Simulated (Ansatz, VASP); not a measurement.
This is a calculation of ZrB2 for VASP 6.6.1.

INCAR

```
ALGO = Normal
EDIFF = 1E-6
ENCUT = 520
GGA = PS
ISIF = 2
ISMEAR = -1
IVDW = 13
LASPH = True
LCHARG = False
LREAL = False
LWAVE = False
NBANDS = 16
NELM = 100
PREC = Accurate
SIGMA = 0.05
```

The input KPOINTS:

```
k-points
0
Gamma
  10 10 8
```

Contents of POSCAR:

```
ZrB2
1.0
    3.1700000000      0.0000000000      0.0000000000
   -1.5850000000      2.7453005300      0.0000000000
    0.0000000000      0.0000000000      3.5330000000
Zr B
1 2
Direct
    0.0000000000      0.0000000000      0.0000000000
    0.6666666667      0.3333333333      0.5000000000
    0.3333333333      0.6666666667      0.5000000000
```

Potentials or basis: VASP PAW PBE potentials, release 64 (Zr_sv, B).

Launch:

```sh
$ cat potpaw_PBE.64/Zr_sv/POTCAR potpaw_PBE.64/B/POTCAR > POTCAR
$ mpirun -np 1 vasp_std > vasp.out
```

Task: Set up the same calculation for Ansatz 0.2.0. Potentials there: Ansatz PAW.

Result: As run (the cutoff follows the program's own potentials):

Contents of input.yaml:

```yaml
crystal:
  lattice:
    - [3.17, 0.0, 0.0]
    - [-1.585, 2.74530053, 0.0]
    - [0.0, 0.0, 3.533]
  atoms:
    - { symbol: Zr, position: [0.0, 0.0, 0.0] }
    - { symbol: B, position: [0.6666666667, 0.3333333333, 0.5] }
    - { symbol: B, position: [0.3333333333, 0.6666666667, 0.5] }
hamiltonian:
  xc: pbesol
  pseudopotentials: { kind: paw }
  dispersion: d4
kpoints:
  mp_grid: { grid: [10, 10, 8] }
scf:
  occupations: { method: fermi_dirac, width: 0.05 }
output:
  forces: true
  stress: true
  eigenvalues: true
```

Potentials or basis: Ansatz PAW.

Run with:

```sh
$ ansatz run input.yaml --threads 2 --pin off --max-ram 5120MiB --backend cpu --events-out ev --progress --plain --runs-dir out
```

Both were run:

|  | VASP | Ansatz | Ansatz less VASP |
| --- | --- | --- | --- |
| gap on the k mesh at the Fermi level (eV) | none | none | - |
| pressure (GPa) | -7.0 | -7.3 | -0.32 |
| traceless stress, the component that is largest in VASP (GPa) | -0.83 | -0.83 | 0.000 |

VASP's potentials were made for PBE, not for PBEsol. A gap of «none» marks a metal or a gap that the smearing closes.
